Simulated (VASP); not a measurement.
A run of VASP 6.6.1 is set up as follows.

INCAR

```
ALGO = Normal ; EDIFF = 1E-7
ENCUT = 520 ; GGA = PE
ISIF = 2 ; ISMEAR = 1
LASPH = T ; LCHARG = F
LREAL = F ; LWAVE = F
NBANDS = 42 ; NELM = 60
PREC = Accurate ; SIGMA = 0.15
```

File KPOINTS:

```
k-points
0
Gamma
  3 3 2
```

File POSCAR:

```
Sr2IN
1.0
    6.3257350000     -0.8384520000      0.4570830000
    0.9200580000      5.3077400000     -0.9441150000
   -1.5130560000     -0.2023970000      7.1126410000
I Sr N
2 4 2
Direct
    0.0480510047      0.0523039714      0.4626719761
    0.2054502020      0.3251820409      0.1503757111
    0.8721826914      0.7547510695      0.0416662285
    0.3017675895      0.6993744283      0.8135890808
    0.6791597364      0.1653935022      0.7503563186
    0.6376675194      0.5693197480      0.3977459752
    0.7348096801      0.3120707244      0.0921832887
    0.1404613590      0.1379353013      0.8014328697
```

Potentials or basis: VASP PAW PBE potentials, release 64 (I, Sr_sv, N).

The run is started by

```sh
$ cat potpaw_PBE.64/I/POTCAR potpaw_PBE.64/Sr_sv/POTCAR potpaw_PBE.64/N/POTCAR > POTCAR
$ mpirun -np 1 vasp_std > vasp.out
```

(1) Predict the largest force.

(2) Predict the band gap on the k mesh.

(3) Predict the pressure.

## Answers

(1) 1.687 eV/Å.

(2) zero (bands 32 and 33 overlap by 0.02 eV).

(3) 1.3 GPa.

Caveat: the k points lie up to 0.45 Å⁻¹ apart; spin-orbit coupling is left out, which moves the levels of the heavy elements.
